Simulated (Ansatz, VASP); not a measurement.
Two plane-wave programs on Al

```
Al
1.0
     2.81442    0.00000    0.00000
    -1.40721    2.43736    0.00000
     0.00000    0.00000    9.24105
Al
4
Direct
  0.00000 0.00000 0.00000
  0.39077 0.78155 0.18940
  0.00000 0.00000 0.50000
  0.66667 0.33333 0.75000
```

Alike in both runs: task single point; functional PBE; dispersion D3(BJ); k mesh 18 × 18 × 4; occupations gaussian, width 0.15 eV; no spin polarisation.

|  | VASP | Ansatz |
| --- | --- | --- |
| version | VASP 6.6.1 | Ansatz 0.2.0 |
| potentials or method | VASP PAW PBE potentials, release 64 (Al), cutoff 520 eV | scalar-relativistic, plane waves, PAW |
| valence electrons in the cell | 12 | 12 |

Ansatz gave:

* gap on the k mesh at the Fermi level (eV): none
* pressure (GPa): 8.3
* traceless stress, the component that is largest in VASP (GPa): 5.83
* rms of the force components (eV/Å): 1.835

Which values does VASP return?

gap on the k mesh at the Fermi level (eV): none; pressure (GPa): 8.3; traceless stress, the component that is largest in VASP (GPa): 5.84; rms of the force components (eV/Å): 1.836.

Atom by atom the forces differ by 0.002 eV/Å (rms over components). A gap of «none» marks a metal or a gap that the smearing closes.
